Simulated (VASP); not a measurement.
A run of VASP 6.6.1 is set up as follows.

File INCAR:

```
SYSTEM = Si3N4
PREC = Accurate
ENCUT = 520
EDIFF = 1E-6
ISMEAR = 0
SIGMA = 0.02
LREAL = .FALSE.
LASPH = .TRUE.
NELM = 80
ALGO = Normal
ISIF = 2
LWAVE = .FALSE.
LCHARG = .TRUE.
GGA = PE
LELF = .TRUE.
LVHAR = .TRUE.
NBANDS = 45
```

KPOINTS

```
regular mesh
0
G
  6 6 8
  0 0 0
```

The input POSCAR:

```
Si3N4
1.0
    7.6636191384      0.0000000000      0.0000000000
   -3.8318095692      6.6368888588      0.0000000000
    0.0000000000      0.0000000000      2.9264354851
Si N
6 8
Direct
    0.7689127323      0.1750130934      0.2500000000
    0.5938996389      0.7689127323      0.7500000000
    0.8249869066      0.5938996389      0.2500000000
    0.2310872677      0.8249869066      0.7500000000
    0.4061003611      0.2310872677      0.2500000000
    0.1750130934      0.4061003611      0.7500000000
    0.0308339948      0.3300009333      0.2500000000
    0.7008330615      0.0308339948      0.7500000000
    0.6699990667      0.7008330615      0.2500000000
    0.9691660052      0.6699990667      0.7500000000
    0.2991669385      0.9691660052      0.2500000000
    0.3300009333      0.2991669385      0.7500000000
    0.6666666667      0.3333333333      0.2500000000
    0.3333333333      0.6666666667      0.7500000000
```

Potentials or basis: VASP PAW PBE potentials, release 64 (Si, N).

The run is started by

```bash
$ cat potpaw_PBE.64/Si/POTCAR potpaw_PBE.64/N/POTCAR > POTCAR
$ mpirun -np 1 vasp_std > vasp.out
```

(1) What does it give for the largest force?

(2) Estimate the band gap on the k mesh.

Answers

(1) 0.003 eV/Å.

(2) 4.26 eV (least direct gap 4.44 eV).
